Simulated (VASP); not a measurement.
Crystal: BAs.

```
B As
1.0
     0.00000    2.38850    2.38850
     2.38850    0.00000    2.38850
     2.38850    2.38850    0.00000
B As
1 1
Direct
  0.00000 0.00000 0.00000
  0.25000 0.25000 0.25000
```

| Quantity | Value |
| --- | --- |
| Program | VASP 6.6.1 |
| Task | relaxation of cell and atoms |
| Functional | PBE |
| Potentials or basis | VASP PAW PBE potentials, release 64 (B, As) |
| Cutoff | 600 eV |
| k mesh | 9 × 9 × 9 |
| Occupations | gaussian, width 0.01 eV |
| Spin | no spin polarisation |

At the start: pressure 3.4 GPa; volume 13.63 Å³/atom.

Task: How do energy, volume and symmetry change on relaxing?

Result: Over 3 steps the energy falls by 3.5 meV/atom and the volume is 13.97 Å³/atom (+2.5 %); space group F-43m (No. 216, to 0.05 Å).

Step by step:
```
step  energy change (eV)  largest force (eV/Å)  pressure (GPa)  volume (Å³)
   1              0.0000                0.0000            3.42        27.25
   2             -0.0037                0.0000           -2.18        28.41
   3             -0.0071                0.0000            0.01        27.93
```

Final structure:
```xyz
2
Lattice="0.0000 2.4082 2.4082 2.4082 0.0000 2.4082 2.4082 2.4082 0.0000" Properties=species:S:1:pos:R:3 pbc="T T T"
B     0.0000    0.0000    0.0000
As    1.2041    1.2041    1.2041
```
